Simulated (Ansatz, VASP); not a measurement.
## Y: VASP beside Ansatz

INCAR

```
PREC = Accurate ; ENCUT = 520
EDIFF = 1E-8 ; ISMEAR = -1
SIGMA = 0.05 ; LREAL = F
LASPH = T ; NELM = 80
ALGO = Normal ; ISIF = 2
LWAVE = F ; LCHARG = F
GGA = PE ; LEFG = T
NBANDS = 12
```

The input KPOINTS:

```
regular mesh
0
Gamma
  13 13 13
```

Contents of POSCAR:

```
Y
1.0
    0.0000000000      2.4347030121      2.4347030121
    2.4347030121      0.0000000000      2.4347030121
    2.4347030121      2.4347030121      0.0000000000
Y
1
Direct
    0.0000000000      0.0000000000      0.0000000000
```

Input for Ansatz:

```yaml
crystal:
  lattice:
    - [0.0, 2.4347030121, 2.4347030121]
    - [2.4347030121, 0.0, 2.4347030121]
    - [2.4347030121, 2.4347030121, 0.0]
  atoms:
    - { symbol: "Y", position: [0.0, 0.0, 0.0] }
kpoints:
  mp_grid: { grid: [13, 13, 13] }
scf:
  occupations: { method: fermi_dirac, width: 0.05 }
hamiltonian:
  xc: pbe
  pseudopotentials: { kind: paw }
output:
  forces: true
  stress: true
  eigenvalues: true
  efg: { contact_densities: true }
```

Change from the starting cell: volume scaled by 0.9405, PAW files.

Alike in both runs: task electric field gradients; functional PBE; k mesh 13 × 13 × 13; occupations fermi-dirac, width 0.05 eV; no spin polarisation.

```csv
,VASP,Ansatz
version,VASP 6.6.1,Ansatz 0.2.0
potentials or method,"VASP PAW PBE potentials, release 64 (Y_sv)","PAW with Ansatz's default frozen-core files, scalar-relativistic"
plane-wave cutoff (eV),520,420
valence electrons in the cell,11,11
```

Ansatz gave:

- pressure (GPa): 5.6

Which values does VASP return?

Pressure (GPa): 5.4.

The functional is the same, so the differences come from potentials, cutoffs and numerics.
